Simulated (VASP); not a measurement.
# Al5N (P6/mmm) in VASP: notebook

The runs below take Al5N through single point, relaxation of cell and atoms, with PBE.

Everything below comes from runs of VASP 6.6.1. Logs are shortened: lines on timing, memory, paths and dates and some standing lists are left out, and cuts for length are marked.

## Step 1: The cell of the first run

Symmetry: P6/mmm, No. 191, hexagonal system. The conventional cell has a = 5.075 Å, b = 5.075 Å, c = 4.225 Å, α = 90.00°, β = 90.00°, γ = 120.00°. Al (site symmetry mmm) has 8 Al at 2.54 to 2.57 Å and 4 N at 3.30 Å within 3.4 Å. Within 3.4 Å of Al (site symmetry -6m2) lie 9 Al at 2.57 to 2.93 Å and 3 N at 2.93 Å. N (site symmetry 6/mmm) has 18 Al at 2.93 to 3.30 Å within 3.9 Å.

The cell was built from a structure type or drawn by symmetry, and may not be a known phase.

## Step 2: Single point, PBE

The input, INCAR:

```
SYSTEM = Al5N
ALGO = Normal
EDIFF = 1E-7
ENCUT = 520
GGA = PE
ISIF = 2
ISMEAR = 0
LASPH = .True.
LCHARG = .False.
LREAL = .False.
LWAVE = .False.
NBANDS = 19
NELM = 80
PREC = Accurate
SIGMA = 0.1
```

The input, KPOINTS:

```
k-points
0
Gamma
  6 6 4
  0 0 0
```

The input, POSCAR:

```
Al5N
1.0
    5.0753162700      0.0000000000      0.0000000000
   -2.5376581400      4.3953528200      0.0000000000
    0.0000000000      0.0000000000      4.2252214400
Al N
5 1
Direct
    0.0000000000      0.5000000000      0.5000000000
    0.3333333300      0.6666666700      0.0000000000
    0.6666666700      0.3333333300      0.0000000000
    0.5000000000      0.0000000000      0.5000000000
    0.5000000000      0.5000000000      0.5000000000
    0.0000000000      0.0000000000      0.0000000000
```

Potentials or basis: VASP PAW PBE potentials, release 64 (Al, N).

Started as:

```bash
$ cat potpaw_PBE.64/Al/POTCAR potpaw_PBE.64/N/POTCAR > POTCAR
$ mpirun -np 1 vasp_std > vasp.out
```

OUTCAR:

```text
SYSTEM = Al5N
   EDIFF = 1E-7
   ENCUT = 520
   GGA = PE
   ISIF = 2
   ISMEAR = 0
   LASPH = .True.
   LREAL = .False.
   NELM = 80
   PREC = Accurate

 ion  position               nearest neighbor table
   1  0.000  0.500  0.500-   4 2.54   4 2.54   5 2.54   5 2.54   2 2.57   3 2.57   2 2.57   3 2.57

   2  0.333  0.667  0.000-   1 2.57   1 2.57   4 2.57   4 2.57   5 2.57   5 2.57   3 2.93   3 2.93
                             3 2.93
   3  0.667  0.333  0.000-   1 2.57   1 2.57   4 2.57   4 2.57   5 2.57   5 2.57   2 2.93   2 2.93
                             2 2.93
   4  0.500  0.000  0.500-   1 2.54   1 2.54   5 2.54   5 2.54   2 2.57   3 2.57   3 2.57   2 2.57

   5  0.500  0.500  0.500-   1 2.54   1 2.54   4 2.54   4 2.54   2 2.57   3 2.57   3 2.57   2 2.57

   6  0.000  0.000  0.000-

  LATTYP: Found a hexagonal cell.
 ALAT       =     5.0753162700
 C/A-ratio  =     0.8325040678

  Lattice vectors:

 A1 = (   5.0753162700,   0.0000000000,   0.0000000000)
 A2 = (  -2.5376581400,   4.3953528200,   0.0000000000)
 A3 = (   0.0000000000,   0.0000000000,   4.2252214400)

Analysis of symmetry for initial positions (statically):
=====================================================================
 Subroutine PRICEL returns:
 Original cell was already a primitive cell.

 Routine SETGRP: Setting up the symmetry group for a
 hexagonal supercell.

 Subroutine GETGRP returns: Found 24 space group operations
 (whereof 24 operations were pure point group operations)
 out of a pool of 24 trial point group operations.

The static configuration has the point symmetry D_6h.

Analysis of symmetry for dynamics (positions and initial velocities):
=====================================================================
 Subroutine PRICEL returns:
 Original cell was already a primitive cell.

 Routine SETGRP: Setting up the symmetry group for a
 hexagonal supercell.

 Subroutine GETGRP returns: Found 24 space group operations
 (whereof 24 operations were pure point group operations)
 out of a pool of 24 trial point group operations.

The dynamic configuration has the point symmetry D_6h.

 Subroutine INISYM returns: Found 24 space group operations
 (whereof 24 operations are pure point group operations),
 and found     1 'primitive' translations

----------------------------------------------------------------------------------------

                                     Primitive cell

  volume of cell :      94.2554

  direct lattice vectors                    reciprocal lattice vectors
     5.075316270  0.000000000  0.000000000     0.197032056  0.113756511  0.000000000
    -2.537658140  4.395352820  0.000000000     0.000000000  0.227513021  0.000000000
     0.000000000  0.000000000  4.225221440     0.000000000  0.000000000  0.236673986

  length of vectors
     5.075316270  5.075316271  4.225221440     0.227513021  0.227513021  0.236673986

  position of ions in fractional coordinates (direct lattice)
     0.000000000  0.500000000  0.500000000
     0.333333330  0.666666670  0.000000000
     0.666666670  0.333333330  0.000000000
     0.500000000  0.000000000  0.500000000
     0.500000000  0.500000000  0.500000000
     0.000000000  0.000000000  0.000000000

  ion indices of the primitive-cell ions
   primitive index   ion index
                 1           1
                 2           2
                 3           3
                 4           4
                 5           5
                 6           6

----------------------------------------------------------------------------------------

 KPOINTS: k-points

Automatic generation of k-mesh.
 Grid dimensions read from file:
 generate k-points for:    6    6    4

 Generating k-lattice:

  Cartesian coordinates                     Fractional coordinates (reciprocal lattice)
     0.032838676  0.018959418  0.000000000     0.166666667  0.000000000  0.000000000
     0.000000000  0.037918837  0.000000000     0.000000000  0.166666667  0.000000000
     0.000000000  0.000000000  0.059168497     0.000000000  0.000000000  0.250000000

  Length of vectors
     0.037918837  0.037918837  0.059168497

  Shift w.r.t. Gamma in fractional coordinates (k-lattice)
     0.000000000  0.000000000  0.000000000

 Subroutine IBZKPT returns following result:
 ===========================================

 Found     21 irreducible k-points:

 Following reciprocal coordinates:
            Coordinates               Weight
  0.000000  0.000000  0.000000      1.000000
  0.166667  0.000000  0.000000      6.000000
  0.333333  0.000000  0.000000      6.000000
  0.500000 -0.000000  0.000000      3.000000
  0.166667  0.166667  0.000000      6.000000
  0.333333  0.166667  0.000000     12.000000
[... 13 lines left out ...]
  0.333333  0.166667  0.500000     12.000000
  0.333333  0.333333  0.500000      2.000000
   k-points           NKPTS =     21   k-points in BZ     NKDIM =     21   number of bands    NBANDS=     19
   number of dos      NEDOS =    301   number of ions     NIONS =      6
   total plane-waves  NPLWV =  51200
   dimension x,y,z NGX =    40 NGY =   40 NGZ =   32
   dimension x,y,z NGXF=    80 NGYF=   80 NGZF=   64
   ions per type =               5   1
   NGX,Y,Z   is equivalent  to a cutoff of  13.10, 13.10, 12.59 a.u.
   NGXF,Y,Z  is equivalent  to a cutoff of  26.20, 26.20, 25.18 a.u.
 SYSTEM =  Al5N
   PREC   = accura    normal or accurate (medium, high low for compatibility)
   ISTART =      0    job   : 0-new  1-cont  2-samecut
   ICHARG =      2    charge: 1-file 2-atom 10-const
   ISPIN  =      1    spin polarized calculation?
   LNONCOLLINEAR =      F non collinear calculations
   LSORBIT =      F    spin-orbit coupling
   LASPH  =      T    aspherical Exc in radial PAW
   ENCUT  =  520.0 eV  38.22 Ry    6.18 a.u.   9.44  9.44  7.86*2*pi/ulx,y,z
   NELM   =     80;   NELMIN=  2; NELMDL= -5     # of ELM steps
   EDIFF  = 0.1E-06   stopping-criterion for ELM
   LREAL  =      F    real-space projection
   EDIFFG = 0.1E-05   stopping-criterion for IOM
   NSW    =      0    number of steps for IOM
   IBRION =     -1    ionic relax: 0-MD 1-quasi-New 2-CG
   NFREE  =      0    steps in history (QN), initial steepest desc. (CG)
   ISIF   =      2    stress and relaxation
   ISYM   =      2    0-nonsym 1-usesym 2-fastsym
   POTIM  = 0.5000    time-step for ionic-motion
   TEBEG  =    0.0;   TEEND  =   0.0 temperature during run
   PSTRESS=    0.0 pullay stress
   NELECT =      20.0000    total number of electrons
   NUPDOWN=      -1.0000    fix difference up-down
   EMIN   =  10.00;   EMAX   =-10.00  energy-range for DOS
   EFERMI =   0.00;   METHOD = LEGACY
   ISMEAR =     0;   SIGMA  =   0.10  broadening in eV -4-tet -1-fermi 0-gaus
   EFERMI_NEDOS =   21; number of points for ismear=-14 and -15
   IALGO  =     38    algorithm
   IMIX   =      4    mixing-type and parameters
     AMIX     =   0.40;   BMIX     =  1.00
     AMIX_MAG =   1.60;   BMIX_MAG =  1.00
  volume/ion in A,a.u.               =      15.71       106.01
  Fermi-wavevector in a.u.,A,eV,Ry     =   0.976449  1.845220 12.972500  0.953452
  Thomas-Fermi vector in A             =   2.107068
   LORBIT       =      0    0 simple, 1 ext, 2 COOP (PROOUT), +10 PAW based schemes
   GGA     = PE    functional components
   LHFCALC =     F    Hartree Fock is set to
   AEXX    =    0.0000 exact exchange contribution
   IVDW    =     0    specifies the selected vdW correction
   LEPSILON=     F    determine dielectric tensor
   LRPA    =     F    only Hartree local field effects (RPA)
 non-spin polarized calculation
 Gauss-broadening in eV      SIGMA  =   0.10
  energy-cutoff  :      520.00
  volume of cell :       94.26
 maximum number of plane-waves:      2571
 NGX is ok and might be reduce to    40
   NGX = 19   NGY = 19   NGZ = 15

 number of electron      19.9999999 magnetization

 Free energy of the ion-electron system (eV)
  ---------------------------------------------------
  ext. energy  EPLUGINS =         0.00000000
  ---------------------------------------------------
  free energy    TOTEN  =       -20.61993987 eV

  energy without entropy =      -20.60468327  energy(sigma->0) =      -20.61231157

 E-fermi :   6.6123     XC(G=0): -10.0455

 val. band max:        6.6116822289   @ k =   0.1667   0.1667   0.5000
 cond. band min:       6.6315355758   @ k =   0.0000   0.0000   0.0000
 fundamental gap:      0.0198533469
 Fermi energy:         6.6123438835

 k-point     1 :       0.0000    0.0000    0.0000
  band No.  band energies     occupation
      1      -6.1601      2.00000
      2      -3.1907      2.00000
      3       0.9891      2.00000
      4       2.8517      2.00000
      5       3.0014      2.00000
      6       3.0014      2.00000
[... 11 lines left out ...]
     18      11.6203      0.00000
     19      11.6203      0.00000

 k-point     2 :       0.1667    0.0000    0.0000
  band No.  band energies     occupation
      1      -6.0689      2.00000
      2      -3.1982      2.00000
      3       0.1421      2.00000
      4       2.3063      2.00000
      5       2.9903      2.00000
      6       3.0234      2.00000
[... 11 lines left out ...]
     18      11.3960      0.00000
     19      12.7449      0.00000

 k-point     3 :       0.3333    0.0000    0.0000
  band No.  band energies     occupation
      1      -5.8659      2.00000
      2      -3.1786      2.00000
      3      -1.0192      2.00000
      4       1.7533      2.00000
      5       3.4957      2.00000
      6       3.5254      2.00000
[... 11 lines left out ...]
     18      12.3682      0.00000
     19      12.7637      0.00000

 k-point     4 :       0.5000   -0.0000    0.0000
  band No.  band energies     occupation
      1      -5.7512      2.00000
      2      -3.1323      2.00000
      3      -1.5323      2.00000
      4       1.5653      2.00000
      5       4.1132      2.00000
      6       4.1229      2.00000
[... 341 lines left out ...]
     18      13.0409      0.00000
     19      14.1388      0.00000

 k-point    20 :       0.3333    0.1667    0.5000
  band No.  band energies     occupation
      1      -5.6122      2.00000
      2      -1.6286      2.00000
      3      -0.4828      2.00000
      4      -0.3830      2.00000
      5       0.8708      2.00000
      6       2.5464      2.00000
[... 11 lines left out ...]
     18      13.4767      0.00000
     19      13.5709      0.00000

 k-point    21 :       0.3333    0.3333    0.5000
  band No.  band energies     occupation
      1      -5.5896      2.00000
      2      -1.0149      2.00000
      3      -1.0149      2.00000
      4       0.0061      2.00000
      5       0.0061      2.00000
      6       2.0572      2.00000
[... 11 lines left out ...]
     18      13.7157      0.00000
     19      13.7157      0.00000

------------------------ aborting loop because EDIFF is reached ----------------------------------------

  FORCE on cell =-STRESS in cart. coord.  units (eV):
  Direction    XX          YY          ZZ          XY          YZ          ZX
  --------------------------------------------------------------------------------------
  -------------------------------------------------------------------------------------
  Total        3.8957766      3.8957766     11.3019653     -0.0000000      0.0000000      0.0000000
  in kB       66.2213905     66.2213905    192.1136512     -0.0000001      0.0000000      0.0000000
  external PRESSURE =     108.1854774 kB  Pullay stress =       0.0000000 kB

 VOLUME and BASIS-vectors are now :
 -----------------------------------------------------------------------------
  energy-cutoff  :      520.00
  volume of cell :       94.26
      direct lattice vectors                 reciprocal lattice vectors
     5.075316270  0.000000000  0.000000000     0.197032056  0.113756511  0.000000000
    -2.537658140  4.395352820  0.000000000     0.000000000  0.227513021  0.000000000
     0.000000000  0.000000000  4.225221440     0.000000000  0.000000000  0.236673986

 POSITION                                       TOTAL-FORCE (eV/Angst)
 -----------------------------------------------------------------------------------
     -1.26883      2.19768      2.11261        -0.000000     -0.000000      0.000000
     -0.00000      2.93024      0.00000        -0.000000      0.000000      0.000000
      2.53766      1.46512      0.00000         0.000000     -0.000000     -0.000000
      2.53766      0.00000      2.11261        -0.000000     -0.000000      0.000000
      1.26883      2.19768      2.11261        -0.000000     -0.000000      0.000000
      0.00000      0.00000      0.00000        -0.000000     -0.000000      0.000000
 -----------------------------------------------------------------------------------
    total drift:                               -0.000000      0.000000     -0.000000

  FREE ENERGIE OF THE ION-ELECTRON SYSTEM (eV)
  ---------------------------------------------------
  free  energy   TOTEN  =       -20.6199398708 eV

  energy  without entropy=      -20.6046832730  energy(sigma->0) =      -20.61231157
```

Wall time 20 s (1 thread of Intel Xeon Platinum 8488C (Sapphire Rapids), shared host); peak memory 0.21 GiB.

What came out:

* Free energy: -20.6199 eV
* Pressure: 10.8 GPa
* Band gap on the k mesh: zero (bands 10 and 11 overlap by 2.32 eV)

Stress tensor (GPa, compression positive):
```
 6.62  0.00  0.00
 0.00  6.62  0.00
 0.00  0.00 19.21
```

Caveat: the k points lie up to 0.37 Å⁻¹ apart, too coarse for converged energies and pressures of a metal.

(Part 1 of 2 ends here.)
